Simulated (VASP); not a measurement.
A run of VASP 6.6.1:

The input POSCAR:

```
PbS
1.0
    2.9546766125     -2.9689065328      0.2885572983
    2.9546766125      2.9689065328      0.2885572983
   -0.5836033582      0.0000000000      5.9261748063
Pb S
2 2
Direct
    0.7499848290      0.7499848290      0.7500022824
    0.2500151710      0.2500151710      0.2499977176
    0.2500755424      0.2500755424      0.7500279570
    0.7499244576      0.7499244576      0.2499720430
```

Contents of INCAR.step1:

```
SYSTEM = PbS
  ALGO = Normal
  EDIFF = 1E-5
  ENCUT = 520
  GGA = PE
  ISIF = 2
  ISMEAR = 0
  LASPH = .TRUE.
  LCHARG = .FALSE.
  LREAL = .FALSE.
  LWAVE = .TRUE.
  NBANDS = 28
  NELM = 80
  PREC = Accurate
  SIGMA = 0.01
```

The input INCAR.step2:

```
SYSTEM = PbS
  ALGO = Normal
  EDIFF = 1E-6
  ENCUT = 520
  GGA = PE
  HFSCREEN = 0.2079
  ISIF = 2
  ISMEAR = 0
  ISTART = 1
  LASPH = .TRUE.
  LCHARG = .FALSE.
  LHFCALC = .TRUE.
  LREAL = .FALSE.
  LWAVE = .FALSE.
  NBANDS = 28
  NELM = 80
  PREC = Accurate
  PRECFOCK = Normal
  SIGMA = 0.01
```

Contents of KPOINTS:

```
k-points
0
G
  4 4 2
  0 0 0
```

Potentials or basis: VASP PAW PBE potentials, release 64 (Pb_d, S).

Launch:

```sh
$ cat potpaw_PBE.64/Pb_d/POTCAR potpaw_PBE.64/S/POTCAR > POTCAR
$ cp INCAR.step1 INCAR
$ mpirun -np 1 vasp_std > vasp.out
$ cp INCAR.step2 INCAR
$ mpirun -np 1 vasp_std > vasp.out
```

Hardware: 1 thread of Intel(R) Xeon(R) Platinum 8259CL CPU @ 2.50GHz (Skylake/Cascade Lake), with other jobs on the host.

Question: How long does it take, and how much memory?

Answer: It took 36 min on 1 thread of Intel(R) Xeon(R) Platinum 8259CL CPU @ 2.50GHz (Skylake/Cascade Lake) (shared host), peak memory 0.37 GiB. Counts: k points 14.
